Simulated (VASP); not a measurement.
**Ir: single point with PBEsol**

The system is Ir.

```
Ir
1.0
     2.87303    0.00000    0.00000
    -1.43652    2.48812    0.00000
     0.00000    0.00000    4.65807
Ir
2
Direct
  0.66667 0.33333 0.75000
  0.33333 0.66667 0.25000
```

This isn't the form of Ir at room conditions, which is fcc.

```json
{
  "Program": "VASP 6.6.1",
  "Task": "single point",
  "Functional": "PBEsol",
  "Potentials or basis": "VASP PAW PBE potentials, release 64 (Ir)",
  "Cutoff": "520 eV",
  "k mesh": "21 × 21 × 12",
  "Occupations": "gaussian, width 0.15 eV",
  "Spin": "collinear spin",
  "Starting moments": "[0.4, 0.4] μB",
  "Fixed moment": "0.8 μB"
}
```

```yaml
Pressure: -40.2 GPa
Net_moment: 0.80 μB per cell
Site_moments: Ir +0.39 μB
Valence_electrons_inside_the_program's_atomic_spheres: Ir 7.91
```

Stress tensor (GPa, compression positive):
```
-39.77   0.00   0.00
  0.00 -39.77   0.00
  0.00   0.00 -40.96
```

Run time: 2.1 min on 1 thread of Intel(R) Xeon(R) 6975P-C (Granite Rapids), with other jobs on the host, peak memory 0.4 GiB.

Caveat: the cell stands under tension; the PAW data sets were made with another functional, which shifts forces and pressure a little; the total moment is fixed, so each spin has its own Fermi level.
